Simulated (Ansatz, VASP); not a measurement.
## CaIr2S4 in VASP and in Ansatz

File INCAR:

```
  PREC = Accurate
  ENCUT = 520
  EDIFF = 1E-7
  ISMEAR = 0
  SIGMA = 0.1
  LREAL = F
  LASPH = T
  NELM = 80
  ALGO = Normal
  ISIF = 2
  LWAVE = F
  LCHARG = F
  GGA = PE
  NBANDS = 65
```

The input KPOINTS:

```
Automatic mesh
0
Gamma
  2 2 2
```

File POSCAR:

```
CaIr2S4
1.0
    0.0000000000      5.2485820923      5.2485820923
    5.2485820923      0.0000000000      5.2485820923
    5.2485820923      5.2485820923      0.0000000000
Ca Ir S
2 4 8
Direct
    0.2500000000      0.2500000000      0.2500000000
    0.0000000000      1.0000000000      0.0000000000
    0.1250000000      0.6250000000      0.6250000000
    0.6250000000      0.6250000000      0.1250000000
    0.6250000000      0.6250000000      0.6250000000
    0.6250000000      0.1250000000      0.6250000000
    0.3974826555      0.3974826555      0.3974826555
    0.8525173445      0.4424479665      0.8525173445
    0.3974826555      0.3974826555      0.8075520335
    0.8525173445      0.8525173445      0.8525173445
    0.4424479665      0.8525173445      0.8525173445
    0.8525173445      0.8525173445      0.4424479665
    0.3974826555      0.8075520335      0.3974826555
    0.8075520335      0.3974826555      0.3974826555
```

Input for Ansatz:

```yaml
crystal:
  lattice:
    - [0.0, 5.2485820923, 5.2485820923]
    - [5.2485820923, 0.0, 5.2485820923]
    - [5.2485820923, 5.2485820923, 0.0]
  atoms:
    - { symbol: Ca, position: [0.25, 0.25, 0.25] }
    - { symbol: Ca, position: [0.0, 1.0, 0.0] }
    - { symbol: Ir, position: [0.125, 0.625, 0.625] }
    - { symbol: Ir, position: [0.625, 0.625, 0.125] }
    - { symbol: Ir, position: [0.625, 0.625, 0.625] }
    - { symbol: Ir, position: [0.625, 0.125, 0.625] }
    - { symbol: S, position: [0.3974826555, 0.3974826555, 0.3974826555] }
    - { symbol: S, position: [0.8525173445, 0.4424479665, 0.8525173445] }
    - { symbol: S, position: [0.3974826555, 0.3974826555, 0.8075520335] }
    - { symbol: S, position: [0.8525173445, 0.8525173445, 0.8525173445] }
    - { symbol: S, position: [0.4424479665, 0.8525173445, 0.8525173445] }
    - { symbol: S, position: [0.8525173445, 0.8525173445, 0.4424479665] }
    - { symbol: S, position: [0.3974826555, 0.8075520335, 0.3974826555] }
    - { symbol: S, position: [0.8075520335, 0.3974826555, 0.3974826555] }
basis:
  ecutwfc: 420
kpoints:
  mp_grid: { grid: [2, 2, 2] }
hamiltonian:
  xc: pbe
scf:
  occupations: { method: gaussian, width: 0.1 }
  lower_state_search: "off"
output:
  forces: true
  stress: true
  eigenvalues: true
```

Alike in both runs: task single point; functional PBE; k mesh 2 × 2 × 2; occupations gaussian, width 0.1 eV; no spin polarisation.

```csv
,VASP,Ansatz
version,VASP 6.6.1,Ansatz 0.2.0
potentials or method,"VASP PAW PBE potentials, release 64 (Ca_sv, Ir, S), cutoff 520 eV","scalar-relativistic, plane waves, PAW"
valence electrons in the cell,104,136
```

VASP gave:

* gap on the k mesh at the Fermi level (eV): 1.32
* least direct gap on the mesh (eV): 1.32
* pressure (GPa): 0.3
* rms of the force components (eV/Å): 0.028

Which values does Ansatz return?

gap on the k mesh at the Fermi level (eV): 1.33; least direct gap on the mesh (eV): 1.33; pressure (GPa): 0.1; rms of the force components (eV/Å): 0.024.

Atom by atom the forces differ by 0.004 eV/Å (rms over components). VASP's potentials hold 104 valence electrons a cell and Ansatz's 136, so a difference there can come from the potentials and not from the codes.

The k mesh is coarse, so the values compare programs but aren't converged. Neither program's run includes spin-orbit coupling.
